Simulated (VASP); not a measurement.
Crystal: SiO2.

```xyz
6
Lattice="0.0000 3.7304 3.7304 3.7304 0.0000 3.7304 3.7304 3.7304 0.0000" Properties=species:S:1:pos:R:3 pbc="T T T"
Si    3.7304    3.7304    3.7304
Si    5.5956    5.5956    5.5956
O     4.6630    4.6630    4.6630
O     4.6630    2.7978    2.7978
O     2.7978    2.7978    4.6630
O     2.7978    4.6630    2.7978
```

Base run:

* Program: VASP 6.6.1
* Functional: r2SCAN
* Potentials or basis: VASP PAW PBE potentials, release 64 (Si, O)
* Cutoff: 520 eV
* k mesh: 6 × 6 × 6
* Occupations: gaussian, width 0.02 eV
* Spin: no spin polarisation

Its results: band gap on the k mesh 5.98 eV (least direct gap 5.98 eV); pressure -3.5 GPa.

Problem. The run is repeated on the same cell with these changes: functional from r2SCAN to PBE; further incar settings from ALGO = Normal; EDIFF = 1e-06; NBANDS = 25 to ALGO = Normal; EDIFF = 1e-07; NBANDS = 25. What comes out?

Solution. Band gap on the k mesh 5.37 eV (least direct gap 5.38 eV); pressure 0.0 GPa.

Caveats: the cell stands under tension (at least some runs); the PAW data sets were made with another functional, which shifts forces and pressure a little (at least some runs).

A k mesh can miss the band edges.
